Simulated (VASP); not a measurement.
# Mg2As (P6/mmm) in VASP: a series of runs

The runs below take Mg2As through single point, with PBE.

All numbers are computed with VASP 6.6.1; they aren't measurements. Logs are shortened: lines on timing, memory, paths and dates and some standing lists are left out, and cuts for length are marked.

### Step 1. The cell of the first run

The structure is hexagonal, space group P6/mmm (No. 191). Conventional cell: a = 4.049 Å, b = 4.049 Å, c = 4.372 Å, α = 90.00°, β = 90.00°, γ = 120.00°. Mg (site symmetry -6m2) has 3 Mg at 2.34 Å and 6 As at 3.20 Å within 3.3 Å. Within 4.2 Å of As (site symmetry 6/mmm) lie 12 Mg at 3.20 Å and 6 As at 4.05 Å.

### Step 2. Single point, PBE

Contents of INCAR:

```
PREC = Accurate
ENCUT = 520
EDIFF = 1E-6
ISMEAR = 0
SIGMA = 0.1
LREAL = F
LASPH = T
NELM = 60
ALGO = Normal
ISIF = 2
LWAVE = F
LCHARG = F
GGA = PE
NBANDS = 12
```

Contents of KPOINTS:

```
Automatic mesh
0
Gamma
  6 6 4
```

Contents of POSCAR:

```
Mg2As
1.0
    4.0490506681      0.0000000000      0.0000000000
   -2.0245253340      3.5065807398      0.0000000000
    0.0000000000      0.0000000000      4.3718985619
Mg As
2 1
Direct
    0.3333333333      0.6666666667      0.5000000000
    0.6666666667      0.3333333333      0.5000000000
    0.0000000000      0.0000000000      0.0000000000
```

Potentials or basis: VASP PAW PBE potentials, release 64 (Mg, As).

The run is started by

```console
$ cat potpaw_PBE.64/Mg/POTCAR potpaw_PBE.64/As/POTCAR > POTCAR
$ mpirun -np 1 vasp_std > vasp.out
```

OUTCAR:

```text
PREC = Accurate
   ENCUT = 520
   EDIFF = 1E-6
   ISMEAR = 0
   LREAL = F
   LASPH = T
   NELM = 60
   ISIF = 2
   GGA = PE

 ion  position               nearest neighbor table
   1  0.333  0.667  0.500-   2 2.34   2 2.34   2 2.34   3 3.20   3 3.20   3 3.20   3 3.20   3 3.20
                             3 3.20
   2  0.667  0.333  0.500-   1 2.34   1 2.34   1 2.34   3 3.20   3 3.20   3 3.20   3 3.20   3 3.20
                             3 3.20
   3  0.000  0.000  0.000-   1 3.20   2 3.20   1 3.20   2 3.20   1 3.20   1 3.20   2 3.20   2 3.20
                             2 3.20   2 3.20   1 3.20   1 3.20

  LATTYP: Found a hexagonal cell.
 ALAT       =     4.0490506681
 C/A-ratio  =     1.0797342193

  Lattice vectors:

 A1 = (   4.0490506681,   0.0000000000,   0.0000000000)
 A2 = (  -2.0245253340,   3.5065807398,   0.0000000000)
 A3 = (   0.0000000000,   0.0000000000,   4.3718985619)

Analysis of symmetry for initial positions (statically):
=====================================================================
 Subroutine PRICEL returns:
 Original cell was already a primitive cell.

 Routine SETGRP: Setting up the symmetry group for a
 hexagonal supercell.

 Subroutine GETGRP returns: Found 24 space group operations
 (whereof 24 operations were pure point group operations)
 out of a pool of 24 trial point group operations.

The static configuration has the point symmetry D_6h.

Analysis of symmetry for dynamics (positions and initial velocities):
=====================================================================
 Subroutine PRICEL returns:
 Original cell was already a primitive cell.

 Routine SETGRP: Setting up the symmetry group for a
 hexagonal supercell.

 Subroutine GETGRP returns: Found 24 space group operations
 (whereof 24 operations were pure point group operations)
 out of a pool of 24 trial point group operations.

The dynamic configuration has the point symmetry D_6h.

 Subroutine INISYM returns: Found 24 space group operations
 (whereof 24 operations are pure point group operations),
 and found     1 'primitive' translations

----------------------------------------------------------------------------------------

                                     Primitive cell

  volume of cell :      62.0736

  direct lattice vectors                    reciprocal lattice vectors
     4.049050668  0.000000000  0.000000000     0.246971471  0.142589045  0.000000000
    -2.024525334  3.506580740  0.000000000     0.000000000  0.285178091  0.000000000
     0.000000000  0.000000000  4.371898562     0.000000000  0.000000000  0.228733578
[... 94 lines left out ...]
   NUPDOWN=      -1.0000    fix difference up-down
   EMIN   =  10.00;   EMAX   =-10.00  energy-range for DOS
   EFERMI =   0.00;   METHOD = LEGACY
   ISMEAR =     0;   SIGMA  =   0.10  broadening in eV -4-tet -1-fermi 0-gaus
   EFERMI_NEDOS =   21; number of points for ismear=-14 and -15
   IALGO  =     38    algorithm
   IMIX   =      4    mixing-type and parameters
     AMIX     =   0.40;   BMIX     =  1.00
     AMIX_MAG =   1.60;   BMIX_MAG =  1.00
  volume/ion in A,a.u.               =      20.69       139.63
  Fermi-wavevector in a.u.,A,eV,Ry     =   0.860043  1.625245 10.063866  0.739673
  Thomas-Fermi vector in A             =   1.977488
   LORBIT       =      0    0 simple, 1 ext, 2 COOP (PROOUT), +10 PAW based schemes
   GGA     = PE    functional components
   LHFCALC =     F    Hartree Fock is set to
   AEXX    =    0.0000 exact exchange contribution
   IVDW    =     0    specifies the selected vdW correction
   LEPSILON=     F    determine dielectric tensor
   LRPA    =     F    only Hartree local field effects (RPA)
 non-spin polarized calculation
 Gauss-broadening in eV      SIGMA  =   0.10
  energy-cutoff  :      520.00
  volume of cell :       62.07
 maximum number of plane-waves:      1689
   NGX = 15   NGY = 15   NGZ = 17

 number of electron       8.9999999 magnetization

 Free energy of the ion-electron system (eV)
  ---------------------------------------------------
  ext. energy  EPLUGINS =         0.00000000
  ---------------------------------------------------
  free energy    TOTEN  =        -5.25438428 eV

  energy without entropy =       -5.24358722  energy(sigma->0) =       -5.24898575

 E-fermi :   3.5375     XC(G=0):  -9.2565

 val. band max:        3.4785861433   @ k =   0.1667   0.1667   0.5000
 cond. band min:       3.5453227571   @ k =   0.3333   0.1667   0.5000
 fundamental gap:      0.0667366138
 Fermi energy:         3.5374930352

 k-point     1 :       0.0000    0.0000    0.0000
  band No.  band energies     occupation
      1      -7.4753      2.00000
      2       0.6201      2.00000
      3       1.2707      2.00000
      4       3.6139      0.28001
      5       3.6139      0.28001
      6       6.9151      0.00000
      7       6.9151      0.00000
      8       7.3332      0.00000
      9      10.6617      0.00000
     10      10.8359      0.00000
     11      11.3523      0.00000
     12      11.3523      0.00000
[... 286 lines left out ...]
 k-point    21 :       0.3333    0.3333    0.5000
  band No.  band energies     occupation
      1      -5.9557      2.00000
      2      -0.1203      2.00000
      3       0.9459      2.00000
      4       0.9459      2.00000
      5       1.7494      2.00000
      6       1.7494      2.00000
      7       9.2912      0.00000
      8      10.6496      0.00000
      9      10.6496      0.00000
     10      12.1365      0.00000
     11      13.1566      0.00000
     12      13.4648      0.00000

------------------------ aborting loop because EDIFF is reached ----------------------------------------

  FORCE on cell =-STRESS in cart. coord.  units (eV):
  Direction    XX          YY          ZZ          XY          YZ          ZX
  --------------------------------------------------------------------------------------
  -------------------------------------------------------------------------------------
  Total        8.1042057      8.1042057     -6.5212543      0.0000000      0.0000000     -0.0000000
  in kB      209.1769898    209.1769898   -168.3195602      0.0000000      0.0000000     -0.0000000
  external PRESSURE =      83.3448064 kB  Pullay stress =       0.0000000 kB

 VOLUME and BASIS-vectors are now :
 -----------------------------------------------------------------------------
  energy-cutoff  :      520.00
  volume of cell :       62.07
      direct lattice vectors                 reciprocal lattice vectors
     4.049050668  0.000000000  0.000000000     0.246971471  0.142589045  0.000000000
    -2.024525334  3.506580740  0.000000000     0.000000000  0.285178091  0.000000000
     0.000000000  0.000000000  4.371898562     0.000000000  0.000000000  0.228733578

 POSITION                                       TOTAL-FORCE (eV/Angst)
 -----------------------------------------------------------------------------------
     -0.00000      2.33772      2.18595        -0.000000      0.000000     -0.000000
      2.02453      1.16886      2.18595         0.000000     -0.000000      0.000000
      0.00000      0.00000      0.00000        -0.000000     -0.000000      0.000000
 -----------------------------------------------------------------------------------
    total drift:                                0.000000     -0.000000      0.000000

  FREE ENERGIE OF THE ION-ELECTRON SYSTEM (eV)
  ---------------------------------------------------
  free  energy   TOTEN  =        -5.2543842787 eV

  energy  without entropy=       -5.2435872220  energy(sigma->0) =       -5.24898575
```

stdout:

```text
POSCAR found type information on POSCAR MgAs
 POSCAR found :  2 types and       3 ions
 scaLAPACK will be used
 LDA part: xc-table for (Slater+PW92), standard interpolation
 POSCAR, INCAR and KPOINTS ok, starting setup
 FFT: planning ... GRIDC
 FFT: planning ... GRID_SOFT
 FFT: planning ... GRID
 WAVECAR not read
 entering main loop
```

Run time: 7.3 s. Hardware: 1 thread of Intel Xeon 6975P-C (Granite Rapids), shared host; peak memory 0.18 GiB.

What came out:

```
Free energy            : -5.2544 eV
Pressure               : 8.3 GPa
Band gap on the k mesh : zero (an odd number of electrons rules out a gap without spin polarisation)
```

Levels at points of the mesh, in eV from the Fermi level:
| k point | band 3 | band 4 | band 5 | band 6 | band 7 | band 8 |
| --- | --- | --- | --- | --- | --- | --- |
| (0.00, 0.00, 0.00) | -2.27 | 0.08 | 0.08 | 3.38 | 3.38 | 3.80 |
| (0.50, 0.00, 0.00) | -1.24 | -0.94 | -0.68 | 2.11 | 2.80 | 2.84 |
| (0.00, 0.00, 0.50) | 0.67 | 0.67 | 2.56 | 3.49 | 4.20 | 4.20 |
| (0.50, 0.00, 0.50) | -3.42 | -2.76 | -0.36 | 1.92 | 2.71 | 3.11 |

Caveat: the cell stands under pressure.

### Step 3. Single point, PBE

This run uses another cell than the first one, of 20.93 Å³/atom.

Contents of INCAR:

```
PREC = Accurate
ENCUT = 520
EDIFF = 1E-6
ISMEAR = 0
SIGMA = 0.1
LREAL = False
LASPH = True
NELM = 100
ALGO = Fast
ISIF = 2
LWAVE = False
LCHARG = True
GGA = PE
LELF = True
LVHAR = True
NBANDS = 12
```

Contents of KPOINTS:

```
regular mesh
0
Gamma
  6 6 4
```

Contents of POSCAR:

```
Mg2As
1.0
    4.8042840973      0.0000000000      0.0000000000
   -2.4021420486      4.1606320753      0.0000000000
    0.0000000000      0.0000000000      3.1418623277
Mg As
2 1
Direct
    0.3333333333      0.6666666667      0.5000000000
    0.6666666667      0.3333333333      0.5000000000
    0.0000000000      0.0000000000      0.0000000000
```

Potentials or basis: VASP PAW PBE potentials, release 64 (Mg, As).

The run is started by

```console
$ cat potpaw_PBE.64/Mg/POTCAR potpaw_PBE.64/As/POTCAR > POTCAR
$ mpirun -np 1 vasp_std > vasp.out
```

Run time: 6.5 s. Hardware: 1 thread of Intel Xeon 6975P-C (Granite Rapids), shared host; peak memory 0.18 GiB.

Results (log left out):

```
Free energy            : -7.6530 eV
Pressure               : 0.0 GPa
Band gap on the k mesh : zero (an odd number of electrons rules out a gap without spin polarisation)
```

Levels at points of the mesh, in eV from the Fermi level:
| k point | band 3 | band 4 | band 5 | band 6 | band 7 | band 8 |
| --- | --- | --- | --- | --- | --- | --- |
| (0.00, 0.00, 0.00) | -2.81 | -2.81 | 0.25 | 0.25 | 2.01 | 2.20 |
| (0.50, 0.00, 0.00) | -3.70 | -2.36 | 2.52 | 3.39 | 4.00 | 4.74 |
| (0.00, 0.00, 0.50) | -0.75 | -0.75 | 0.00 | 1.63 | 3.34 | 3.34 |
| (0.50, 0.00, 0.50) | -3.43 | -1.72 | -1.39 | 0.96 | 1.49 | 1.86 |

Caveat: the k points lie up to 0.50 Å⁻¹ apart, too coarse for converged energies and pressures of a metal.

### Step 4. Single point, PBE

This run uses another cell than the first one, of 21.04 Å³/atom.

Contents of INCAR:

```
PREC = Accurate ; ENCUT = 520
EDIFF = 1E-6 ; ISMEAR = 0
SIGMA = 0.1 ; LREAL = False
LASPH = True ; NELM = 80
ALGO = Normal ; ISIF = 2
LWAVE = False ; LCHARG = False
GGA = PE ; NBANDS = 12
```

Contents of KPOINTS:

```
regular mesh
0
Gamma
  6 6 6
```

Contents of POSCAR:

```
Mg2As
1.0
    5.0438812119      0.0000000000      0.0000000000
   -2.5219406060      4.3681292631      0.0000000000
    0.0000000000      0.0000000000      2.8653991487
Mg As
2 1
Direct
    0.3333333333      0.6666666667      0.5000000000
    0.6666666667      0.3333333333      0.5000000000
    0.0000000000      0.0000000000      0.0000000000
```

The run is started by

```console
$ cat potpaw_PBE.64/Mg/POTCAR potpaw_PBE.64/As/POTCAR > POTCAR
$ mpirun -np 1 vasp_std > vasp.out
```

Run time: 7.7 s. Hardware: 1 thread of Intel Xeon 6975P-C (Granite Rapids), shared host; peak memory 0.19 GiB.

It converged, with:

* Free energy: -7.4400 eV
* Pressure: -0.1 GPa
* Band gap on the k mesh: zero (an odd number of electrons rules out a gap without spin polarisation)

Stress tensor (GPa, compression positive):
```
-0.22  0.00  0.00
 0.00 -0.22  0.00
 0.00  0.00  0.09
```

Levels at points of the mesh, in eV from the Fermi level:
```tsv
k point	band 1	band 2	band 3	band 4	band 5	band 6	band 7	band 8	band 9	band 10
(0.00, 0.00, 0.00)	-12.75	-4.28	-3.67	-3.67	-0.51	-0.51	0.72	3.82	7.78	9.98
(0.50, 0.00, 0.00)	-12.45	-6.74	-4.40	-3.15	1.81	2.87	3.61	3.97	4.83	7.41
(0.00, 0.00, 0.50)	-9.88	-5.95	-0.89	-0.89	-0.43	0.98	3.25	3.25	3.50	3.53
(0.50, 0.00, 0.50)	-9.68	-5.45	-3.18	-1.41	-1.17	0.66	1.64	1.88	4.15	7.09
```

Caveat: the k points lie up to 0.37 Å⁻¹ apart, too coarse for converged energies and pressures of a metal.

### Step 5. Summary

```tsv
cell	k mesh	gap on the mesh (eV)	pressure (GPa)
a = 4.049, b = 4.049, c = 4.372 Å, angles 90.0, 90.0, 120.0°, 3 atoms	6 × 6 × 4	none	8.3
a = 4.804, b = 4.804, c = 3.142 Å, angles 90.0, 90.0, 120.0°, 3 atoms	6 × 6 × 4	none	0.0
a = 5.044, b = 5.044, c = 2.865 Å, angles 90.0, 90.0, 120.0°, 3 atoms	6 × 6 × 6	none	-0.1
```

Alike in all rows: task single point; level PBE; potentials or basis VASP PAW PBE potentials, release 64 (Mg, As); no spin polarisation; cutoff (eV) 520; smearing gaussian 0.1 eV.

Caveats: some runs use coarse meshes; the cell stands under pressure (at least some runs).

Absolute energies hang on the potentials; compare differences alone.
